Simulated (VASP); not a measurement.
CsVBr3, 10 atoms in the cell. Symmetry: P6_3/mmc, No. 194, hexagonal system. The conventional cell has a = 7.570 Å, b = 7.570 Å, c = 6.320 Å, α = 90.00°, β = 90.00°, γ = 120.00°. Within 5.0 Å of Cs (site symmetry -6m2) lie 12 Br at 3.79 to 3.89 Å and 6 V at 4.65 Å. V (site symmetry -3m) has 6 Br at 2.63 Å and 2 V at 3.16 Å within 3.5 Å. Br (site symmetry mm2) has 2 V at 2.63 Å within 3.5 Å. 

```yaml
Program: VASP 6.6.1
Task: single point
Functional: PBEsol
Potentials_or_basis: VASP PAW PBE potentials, release 64 (Cs_sv, V_sv, Br)
Cutoff: 520 eV
k_mesh: 3 × 3 × 3
Occupations: gaussian, width 0.05 eV
Spin: collinear spin, antiferromagnetic start
Starting_moments: "[0.0, 0.0, 2.53, -2.53, 0.0, 0.0, 0.0, 0.0, 0.0, 0.0] μB"
Hubbard_terms: V d U = 3.0 eV
Dipole_correction: no
Further_INCAR_settings: ALGO = Normal; EDIFF = 1e-06; NBANDS = 58
```

Potentials or basis: VASP PAW PBE potentials, release 64 (Cs_sv, V_sv, Br).

Run with:

```console
$ cat potpaw_PBE.64/Cs_sv/POTCAR potpaw_PBE.64/V_sv/POTCAR potpaw_PBE.64/Br/POTCAR > POTCAR
$ mpirun -np 1 vasp_std > vasp.out
```

Hardware: 1 thread of AMD EPYC 7R13, with other jobs on the host.

Problem. How long does it take, and how much memory?

Solution. It took 9.4 min on 1 thread of AMD EPYC 7R13, on a shared host, peak memory 0.56 GiB. Counts: scf iterations 16, k points 6.
